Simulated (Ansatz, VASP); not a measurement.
## TePb in VASP and in Ansatz

```
Te Pb
1.0
     0.00000    3.21621    3.21621
     3.21621    0.00000    3.21621
     3.21621    3.21621    0.00000
Te Pb
1 1
Direct
  0.50000 0.50000 0.50000
  0.00000 0.00000 0.00000
```

Change from the starting cell: volume scaled by 0.99.

Alike in both runs: task single point; functional PBEsol; k mesh 10 × 10 × 10; occupations fermi-dirac, width 0.03 eV; no spin polarisation.

|  | VASP | Ansatz |
| --- | --- | --- |
| version | VASP 6.6.1 | Ansatz 0.2.0 |
| potentials or method | VASP PAW PBE potentials, release 64 (Te, Pb_d), cutoff 520 eV | all-electron LAPW, scalar-relativistic |

```csv
,VASP,Ansatz,Ansatz less VASP
pressure (GPa),0.2,0.2,+0.04
```

VASP's potentials were made for PBE, not for PBEsol. Ansatz ran all-electron here, and VASP with PAW potentials.

Neither program's run includes spin-orbit coupling.
